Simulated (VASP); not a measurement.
# Hf (Fm-3m) in VASP: notebook, part 2 of 2

VASP 6.6.1. Earlier steps stand in the parts before.

### Step 4. Single point, PBE

File INCAR:

```
PREC = Accurate ; ENCUT = 520
EDIFF = 1E-6 ; ISMEAR = -1
SIGMA = 0.05 ; LREAL = False
LASPH = True ; NELM = 80
ALGO = Normal ; ISIF = 2
LWAVE = False ; LCHARG = False
GGA = PE ; NBANDS = 11
```

File KPOINTS:

```
regular mesh
0
Gamma
  17 17 17
```

File POSCAR:

```
Hf
1.0
    0.0000000000      1.9742182953      1.9742182953
    1.9742182953      0.0000000000      1.9742182953
    1.9742182953      1.9742182953      0.0000000000
Hf
1
Direct
    0.0000000000      0.0000000000      0.0000000000
```

Command:

```
$ cat potpaw_PBE.64/Hf_pv/POTCAR > POTCAR
$ mpirun -np 1 vasp_std > vasp.out
```

Run time: 17 s. Hardware: 1 thread of Intel Xeon 6975P-C, shared host; peak memory 0.16 GiB.

It converged, with:

| Quantity | Value |
| --- | --- |
| Free energy | -8.6395 eV |
| Pressure | 72.9 GPa |
| Band gap on the k mesh | zero (band 5 reaches 9.08 eV, above the bottom of band 6 at 7.01 eV) |

Levels at points of the mesh, in eV from the Fermi level:
```
           k point  band 1  band 2  band 3  band 4  band 5  band 6  band 7  band 8  band 9  band 10
(0.00, 0.00, 0.00)  -28.70  -28.70  -28.70   -8.28    1.34    1.34    1.34    5.75    5.75    12.57
```

Caveat: spin-orbit coupling is left out, which moves the levels of the heavy elements.

### Step 5. Single point, PBE

This run uses another cell than the first one, of 22.56 Å³/atom, 1.466 times its volume.

File INCAR:

```
SYSTEM = Hf
PREC     = Accurate       ! precision mode
ENCUT    = 520            ! plane-wave cutoff, eV
EDIFF    = 1E-7           ! SCF threshold, eV
ISMEAR   = -1             ! smearing method
SIGMA    = 0.05           ! smearing width, eV
LREAL    = .FALSE.        ! projectors in reciprocal space
LASPH    = .TRUE.         ! aspherical terms in the spheres
NELM     = 100            ! most SCF steps
ALGO     = Normal         ! electronic algorithm
ISIF     = 2              ! what is computed and relaxed
LWAVE    = .FALSE.        ! write WAVECAR
LCHARG   = .FALSE.        ! write CHGCAR
GGA      = PE             ! functional
NBANDS   = 11             ! bands
```

File KPOINTS:

```
regular mesh
0
G
  15 15 15
  0 0 0
```

File POSCAR:

```
Hf
1.0
    0.0000000000      2.2427254771      2.2427254771
    2.2427254771      0.0000000000      2.2427254771
    2.2427254771      2.2427254771      0.0000000000
Hf
1
Direct
    0.0000000000      0.0000000000      0.0000000000
```

Potentials or basis: VASP PAW PBE potentials, release 64 (Hf_pv).

Command:

```
$ cat potpaw_PBE.64/Hf_pv/POTCAR > POTCAR
$ mpirun -np 1 vasp_std > vasp.out
```

OUTCAR:

```text
SYSTEM = Hf
   PREC = Accurate
   ENCUT = 520
   EDIFF = 1E-7
   ISMEAR = -1
   LREAL = .FALSE.
   LASPH = .TRUE.
   NELM = 100
   ISIF = 2
   GGA = PE

 ion  position               nearest neighbor table
   1  0.000  0.000  0.000-

  LATTYP: Found a face centered cubic cell.
 ALAT       =     4.4854509542

  Lattice vectors:

 A1 = (   0.0000000000,   2.2427254771,   2.2427254771)
 A2 = (   2.2427254771,   0.0000000000,   2.2427254771)
 A3 = (   2.2427254771,   2.2427254771,   0.0000000000)

Analysis of symmetry for initial positions (statically):
=====================================================================
 Subroutine PRICEL returns:
 Original cell was already a primitive cell.

 Routine SETGRP: Setting up the symmetry group for a
 face centered cubic supercell.

 Subroutine GETGRP returns: Found 48 space group operations
 (whereof 48 operations were pure point group operations)
 out of a pool of 48 trial point group operations.

The static configuration has the point symmetry O_h .

Analysis of symmetry for dynamics (positions and initial velocities):
=====================================================================
 Subroutine PRICEL returns:
 Original cell was already a primitive cell.

 Routine SETGRP: Setting up the symmetry group for a
 face centered cubic supercell.

 Subroutine GETGRP returns: Found 48 space group operations
 (whereof 48 operations were pure point group operations)
 out of a pool of 48 trial point group operations.

The dynamic configuration has the point symmetry O_h .

 Subroutine INISYM returns: Found 48 space group operations
 (whereof 48 operations are pure point group operations),
 and found     1 'primitive' translations

----------------------------------------------------------------------------------------

                                     Primitive cell

  volume of cell :      22.5610

  direct lattice vectors                    reciprocal lattice vectors
     0.000000000  2.242725477  2.242725477    -0.222943024  0.222943024  0.222943024
     2.242725477  0.000000000  2.242725477     0.222943024 -0.222943024  0.222943024
     2.242725477  2.242725477  0.000000000     0.222943024  0.222943024 -0.222943024

  length of vectors
     3.171692786  3.171692786  3.171692786     0.386148645  0.386148645  0.386148645

  position of ions in fractional coordinates (direct lattice)
     0.000000000  0.000000000  0.000000000

  ion indices of the primitive-cell ions
   primitive index   ion index
                 1           1

----------------------------------------------------------------------------------------

 KPOINTS: regular mesh

Automatic generation of k-mesh.
 Grid dimensions read from file:
 generate k-points for:   15   15   15

 Generating k-lattice:

  Cartesian coordinates                     Fractional coordinates (reciprocal lattice)
    -0.014862868  0.014862868  0.014862868     0.066666667  0.000000000  0.000000000
     0.014862868 -0.014862868  0.014862868     0.000000000  0.066666667  0.000000000
     0.014862868  0.014862868 -0.014862868     0.000000000  0.000000000  0.066666667

  Length of vectors
     0.025743243  0.025743243  0.025743243

  Shift w.r.t. Gamma in fractional coordinates (k-lattice)
     0.000000000  0.000000000  0.000000000

 Subroutine IBZKPT returns following result:
 ===========================================

 Found    120 irreducible k-points:

 Following reciprocal coordinates:
            Coordinates               Weight
  0.000000  0.000000  0.000000      1.000000
  0.066667  0.000000  0.000000      8.000000
  0.133333  0.000000  0.000000      8.000000
  0.200000  0.000000  0.000000      8.000000
  0.266667  0.000000  0.000000      8.000000
  0.333333  0.000000  0.000000      8.000000
[... 16 lines left out ...]
  0.133333  0.133333  0.000000      6.000000
  0.200000  0.133333  0.000000     24.000000
 [... further k-points ...]
   k-points           NKPTS =    120   k-points in BZ     NKDIM =    120   number of bands    NBANDS=     11
   number of dos      NEDOS =    301   number of ions     NIONS =      1
   total plane-waves  NPLWV =  13824
   dimension x,y,z NGX =    24 NGY =   24 NGZ =   24
   dimension x,y,z NGXF=    48 NGYF=   48 NGZF=   48
   ions per type =               1
   NGX,Y,Z   is equivalent  to a cutoff of  12.58, 12.58, 12.58 a.u.
   NGXF,Y,Z  is equivalent  to a cutoff of  25.16, 25.16, 25.16 a.u.
 SYSTEM =  Hf
   PREC   = accura    normal or accurate (medium, high low for compatibility)
   ISTART =      0    job   : 0-new  1-cont  2-samecut
   ICHARG =      2    charge: 1-file 2-atom 10-const
   ISPIN  =      1    spin polarized calculation?
   LNONCOLLINEAR =      F non collinear calculations
   LSORBIT =      F    spin-orbit coupling
   LASPH  =      T    aspherical Exc in radial PAW
   ENCUT  =  520.0 eV  38.22 Ry    6.18 a.u.   5.90  5.90  5.90*2*pi/ulx,y,z
   NELM   =    100;   NELMIN=  2; NELMDL= -5     # of ELM steps
   EDIFF  = 0.1E-06   stopping-criterion for ELM
   LREAL  =      F    real-space projection
   EDIFFG = 0.1E-05   stopping-criterion for IOM
   NSW    =      0    number of steps for IOM
   IBRION =     -1    ionic relax: 0-MD 1-quasi-New 2-CG
   NFREE  =      0    steps in history (QN), initial steepest desc. (CG)
   ISIF   =      2    stress and relaxation
   ISYM   =      2    0-nonsym 1-usesym 2-fastsym
   POTIM  = 0.5000    time-step for ionic-motion
   TEBEG  =    0.0;   TEEND  =   0.0 temperature during run
   PSTRESS=    0.0 pullay stress
   NELECT =      10.0000    total number of electrons
   NUPDOWN=      -1.0000    fix difference up-down
   EMIN   =  10.00;   EMAX   =-10.00  energy-range for DOS
   EFERMI =   0.00;   METHOD = LEGACY
   ISMEAR =    -1;   SIGMA  =   0.05  broadening in eV -4-tet -1-fermi 0-gaus
   EFERMI_NEDOS =   21; number of points for ismear=-14 and -15
   IALGO  =     38    algorithm
   IMIX   =      4    mixing-type and parameters
     AMIX     =   0.40;   BMIX     =  1.00
     AMIX_MAG =   1.60;   BMIX_MAG =  1.00
  volume/ion in A,a.u.               =      22.56       152.25
  Fermi-wavevector in a.u.,A,eV,Ry     =   1.248213  2.358781 21.198364  1.558036
  Thomas-Fermi vector in A             =   2.382310
   LORBIT       =      0    0 simple, 1 ext, 2 COOP (PROOUT), +10 PAW based schemes
   GGA     = PE    functional components
   LHFCALC =     F    Hartree Fock is set to
   AEXX    =    0.0000 exact exchange contribution
   IVDW    =     0    specifies the selected vdW correction
   LEPSILON=     F    determine dielectric tensor
   LRPA    =     F    only Hartree local field effects (RPA)
 non-spin polarized calculation
  energy-cutoff  :      520.00
  volume of cell :       22.56
 maximum number of plane-waves:       620
   NGX = 11   NGY = 11   NGZ = 11

 number of electron      10.0000000 magnetization

 number of electron       9.9999999 magnetization

 Free energy of the ion-electron system (eV)
  ---------------------------------------------------
  ext. energy  EPLUGINS =         0.00000000
  ---------------------------------------------------
  free energy    TOTEN  =        -9.86034907 eV

  energy without entropy =       -9.84897965  energy(sigma->0) =       -9.85466436

 E-fermi :   4.6807     XC(G=0): -11.2480

 val. band max:        4.6757217141   @ k =  -0.3333   0.2667   0.0000
 cond. band min:       4.6880025886   @ k =  -0.3333   0.3333   0.1333
 fundamental gap:      0.0122808745
 Fermi energy:         4.6806712822

 k-point     1 :       0.0000    0.0000    0.0000
  band No.  band energies     occupation
      1     -25.3661      2.00000
      2     -25.3661      2.00000
      3     -25.3661      2.00000
      4      -2.4993      2.00000
      5       6.0806      0.00000
      6       6.0806      0.00000
      7       6.0806      0.00000
      8       8.8406      0.00000
      9       8.8406      0.00000
     10      15.9678      0.00000
     11      17.7161      0.00000
[... 309 lines left out ...]
 k-point    24 :       0.2000    0.1333    0.0000
  band No.  band energies     occupation
      1     -25.5956      2.00000
      2     -25.4381      2.00000
      3     -25.4316      2.00000
      4      -1.1960      2.00000
      5       4.8598      0.05408
      6       6.6719      0.00000
      7       6.7985      0.00000
      8       7.4799      0.00000
      9       9.2713      0.00000
     10      17.7106      0.00000
     11      18.4028      0.00000

 [... further k-points ...]

------------------------ aborting loop because EDIFF is reached ----------------------------------------

  FORCE on cell =-STRESS in cart. coord.  units (eV):
  Direction    XX          YY          ZZ          XY          YZ          ZX
  --------------------------------------------------------------------------------------
  -------------------------------------------------------------------------------------
  Total       -0.0599929     -0.0599929     -0.0599929      0.0000000     -0.0000000      0.0000000
  in kB       -4.2604133     -4.2604133     -4.2604133      0.0000000     -0.0000000      0.0000000
  external PRESSURE =      -4.2604133 kB  Pullay stress =       0.0000000 kB

 VOLUME and BASIS-vectors are now :
 -----------------------------------------------------------------------------
  energy-cutoff  :      520.00
  volume of cell :       22.56
      direct lattice vectors                 reciprocal lattice vectors
     0.000000000  2.242725477  2.242725477    -0.222943024  0.222943024  0.222943024
     2.242725477  0.000000000  2.242725477     0.222943024 -0.222943024  0.222943024
     2.242725477  2.242725477  0.000000000     0.222943024  0.222943024 -0.222943024

 POSITION                                       TOTAL-FORCE (eV/Angst)
 -----------------------------------------------------------------------------------
      0.00000      0.00000      0.00000         0.000000      0.000000      0.000000
 -----------------------------------------------------------------------------------
    total drift:                                0.000000      0.000000     -0.000000

  FREE ENERGIE OF THE ION-ELECTRON SYSTEM (eV)
  ---------------------------------------------------
  free  energy   TOTEN  =        -9.8603490719 eV

  energy  without entropy=       -9.8489796549  energy(sigma->0) =       -9.85466436
```

Run time: 17 s. Hardware: 1 thread of Intel Xeon 6975P-C, shared host; peak memory 0.16 GiB.

Results:

```
Free energy            : -9.8603 eV
Pressure               : -0.4 GPa
Band gap on the k mesh : zero (band 5 reaches 6.08 eV, above the bottom of band 6 at 4.28 eV)
```

Caveat: spin-orbit coupling is left out, which moves the levels of the heavy elements.
